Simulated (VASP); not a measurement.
Wanted: the native input for a VASP 6.6.1 run.

* Task: single point
* Functional: PBE
* Dispersion: D3(BJ)
* Potentials or basis: VASP PAW PBE potentials, release 64 (F)
* Cutoff: 520 eV
* k mesh: 8 × 8 × 4
* Occupations: gaussian, width 0.1 eV
* Spin: no spin polarisation
* Dipole correction: no
* Further INCAR settings: ALGO = Normal; EDIFF = 1e-06; NBANDS = 22

The structure of F lies in POSCAR:

```
F
1.0
    2.7570587186     -1.6334264960     -0.0038488855
    2.7570587186      1.6334264960     -0.0038488855
   -1.5499177833      0.0000000000      7.3296296445
F
4
Direct
    0.0545756021      0.0545756021      0.0943043277
    0.9454243979      0.9454243979      0.9056956723
    0.5085893286      0.5085893286      0.5956219299
    0.4914106714      0.4914106714      0.4043780701
```

These files were run (other wordings do the same):

INCAR

```
SYSTEM = F
PREC     = Accurate       ! precision mode
ENCUT    = 520            ! plane-wave cutoff, eV
EDIFF    = 1E-6           ! SCF threshold, eV
ISMEAR   = 0              ! smearing method
SIGMA    = 0.1            ! smearing width, eV
LREAL    = .False.        ! projectors in reciprocal space
LASPH    = .True.         ! aspherical terms in the spheres
NELM     = 100            ! most SCF steps
ALGO     = Normal         ! electronic algorithm
ISIF     = 2              ! what is computed and relaxed
LWAVE    = .False.        ! write WAVECAR
LCHARG   = .False.        ! write CHGCAR
GGA      = PE             ! functional
IVDW     = 12             ! dispersion correction
NBANDS   = 22             ! bands
```

KPOINTS

```
Automatic mesh
0
Gamma
  8 8 4
  0 0 0
```

Potentials or basis: VASP PAW PBE potentials, release 64 (F).

The run is started by

```sh
$ cat potpaw_PBE.64/F/POTCAR > POTCAR
$ mpirun -np 1 vasp_std > vasp.out
```

Results of the run:

```json
{
 "Pressure": "0.6 GPa",
 "Largest force": "0.376 eV/Å",
 "Band gap on the k mesh": "2.63 eV, direct",
 "Dispersion energy per atom": "-0.028 eV"
}
```

Run time: 24 s on 1 thread of Intel(R) Xeon(R) 6975P-C (Granite Rapids), on a shared host, peak memory 0.22 GiB.
